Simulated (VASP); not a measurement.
A run of VASP 6.6.1 is set up as follows.

INCAR

```
SYSTEM = Nb
ALGO     = Normal         ! electronic algorithm
EDIFF    = 1E-6           ! SCF threshold, eV
ENCUT    = 520            ! plane-wave cutoff, eV
GGA      = PE             ! functional
ISIF     = 2              ! what is computed and relaxed
ISMEAR   = -1             ! smearing method
LASPH    = .TRUE.         ! aspherical terms in the spheres
LCHARG   = .FALSE.        ! write CHGCAR
LREAL    = .FALSE.        ! projectors in reciprocal space
LWAVE    = .FALSE.        ! write WAVECAR
NBANDS   = 12             ! bands
NELM     = 80             ! most SCF steps
PREC     = Accurate       ! precision mode
SIGMA    = 0.08           ! smearing width, eV
```

KPOINTS

```
k-points
0
G
  17 17 17
  0 0 0
```

POSCAR

```
Nb
1.0
    0.0000000000      1.7792497802      1.7792497802
    1.7792497802      0.0000000000      1.7792497802
    1.7792497802      1.7792497802      0.0000000000
Nb
1
Direct
    0.0000000000      0.0000000000      0.0000000000
```

Potentials or basis: VASP PAW PBE potentials, release 64 (Nb_sv).

Launch:

```console
$ cat potpaw_PBE.64/Nb_sv/POTCAR > POTCAR
$ mpirun -np 1 vasp_std > vasp.out
```

Problem. Predict the pressure.

Solution. 199.7 GPa.
